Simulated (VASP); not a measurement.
Input of a VASP 6.6.1 run:

File INCAR:

```
SYSTEM = Cs
PREC = Accurate
ENCUT = 600
EDIFF = 1E-7
ISMEAR = -1
SIGMA = 0.05
LREAL = .FALSE.
LASPH = .TRUE.
NELM = 60
ALGO = Normal
ISIF = 4
LWAVE = .FALSE.
LCHARG = .FALSE.
GGA = PE
IBRION = 2
NSW = 50
EDIFFG = -0.005
```

Contents of KPOINTS:

```
Automatic mesh
0
G
  7 7 2
  0 0 0
```

POSCAR

```
Cs
1.0
    5.2022492787      0.0000000000      0.0000000000
   -2.6011246393      4.5052800322      0.0000000000
    0.0000000000      0.0000000000     16.9073101555
Cs
4
Direct
    0.0000000000      0.0000000000      0.0000000000
    0.0000000000      0.0000000000      0.5000000000
    0.3333333333      0.6666666667      0.2500000000
    0.6666666667      0.3333333333      0.7500000000
```

Potentials or basis: VASP PAW PBE potentials, release 64 (Cs_sv).

Command:

```bash
$ cat potpaw_PBE.64/Cs_sv/POTCAR > POTCAR
$ mpirun -np 1 vasp_std > vasp.out
```

Question: What does it give for the band gap on the k mesh?

Answer: Zero (bands 18 and 19 overlap by 1.62 eV).

Step by step:
| step | energy change (eV) | largest force (eV/Å) | pressure (GPa) | volume (Å³) |
| --- | --- | --- | --- | --- |
| 1 | 0.0000 | 0.0000 | 0.42 | 396.27 |
| 2 | -0.0001 | 0.0000 | 0.42 | 396.27 |
| 3 | -0.0002 | 0.0000 | 0.42 | 396.27 |
| 4 | -0.0002 | 0.0000 | 0.42 | 396.27 |

Caveat: spin-orbit coupling is left out, which moves the levels of the heavy elements.
